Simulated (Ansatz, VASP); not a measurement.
## Ba in VASP and in Ansatz

```
Ba
1.0
    -2.51250    2.51250    2.51250
     2.51250   -2.51250    2.51250
     2.51250    2.51250   -2.51250
Ba
1
Direct
  0.00000 0.00000 0.00000
```

Alike in both runs: functional PBE; k mesh 12 × 12 × 12; occupations fermi-dirac, width 0.05 eV; non-collinear spin, spin-orbit coupling.

Ansatz relaxed the structure, and its values are those at the end. VASP's run is a single point on that final structure, the one shown.

|  | VASP | Ansatz |
| --- | --- | --- |
| version | VASP 6.6.1 | Ansatz 0.2.0 |
| potentials or method | VASP PAW PBE potentials, release 64 (Ba_sv) | PAW with Ansatz's default frozen-core files, fully relativistic files with spin-orbit coupling |
| plane-wave cutoff (eV) | 520 | 420 |
| valence electrons in the cell | 10 | 10 |

```csv
,VASP,Ansatz,Ansatz less VASP
pressure (GPa),0.0,0.0,-0.03
```

The functional is the same, so the differences come from potentials, cutoffs and numerics.
